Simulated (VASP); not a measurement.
## Ge: single point with PBE

Crystal: Ge.

```
Ge
1.0
     2.88053   -2.88053    0.00000
     2.88053    0.00000   -2.88053
     8.96166    4.16077    4.16077
Ge
6
Direct
  0.36576 0.36576 0.54163
  0.88428 0.88428 0.20830
  0.84724 0.84724 0.87497
  0.22687 0.22687 0.79163
  0.74539 0.74539 0.45830
  0.26391 0.26391 0.12497
```

This cell differs from its parent crystal: the part above a cut slid along it.

```
Program                : VASP 6.6.1
Task                   : single point
Functional             : PBE
Potentials or basis    : VASP PAW PBE potentials, release 64 (Ge_d)
Cutoff                 : 520 eV
k mesh                 : 12 × 12 × 5
Occupations            : gaussian, width 0.15 eV
Spin                   : no spin polarisation
Dipole correction      : no
Further INCAR settings : ALGO = Normal; EDIFF = 1e-06; NBANDS = 51
```

```
Pressure               : -0.3 GPa
Largest force          : 0.492 eV/Å
Band gap on the k mesh : zero (bands 42 and 43 overlap by 1.48 eV)
```

Forces in eV/Å, atoms in the order of the input:
```
Ge  -0.105 -0.048 -0.048
Ge   0.130 -0.007 -0.007
Ge   0.428  0.171  0.171
Ge  -0.130  0.007  0.007
Ge   0.105  0.048  0.048
Ge  -0.428 -0.171 -0.171
```

Stress tensor (GPa, compression positive):
```
 0.60  0.50  0.50
 0.50 -0.82  0.94
 0.50  0.94 -0.82
```

Levels at points of the mesh, in eV from the Fermi level:
| k point | band 39 | band 40 | band 41 | band 42 | band 43 | band 44 | band 45 | band 46 |
| --- | --- | --- | --- | --- | --- | --- | --- | --- |
| (0.00, 0.00, 0.00) | -0.53 | -0.28 | -0.14 | 0.15 | 0.39 | 0.53 | 1.07 | 2.69 |
| (0.50, 0.00, 0.00) | -2.08 | -1.90 | -1.49 | -1.13 | -0.77 | 1.26 | 1.68 | 2.83 |
| (0.50, 0.50, 0.00) | -2.57 | -1.57 | -1.53 | -0.68 | -0.63 | 1.26 | 1.83 | 2.86 |

It took 31 min on 1 thread of Intel(R) Xeon(R) 6975P-C (Granite Rapids), with other jobs on the host, peak memory 0.95 GiB.

Caveat: the cell differs from its parent crystal (the part above a cut slid along it).
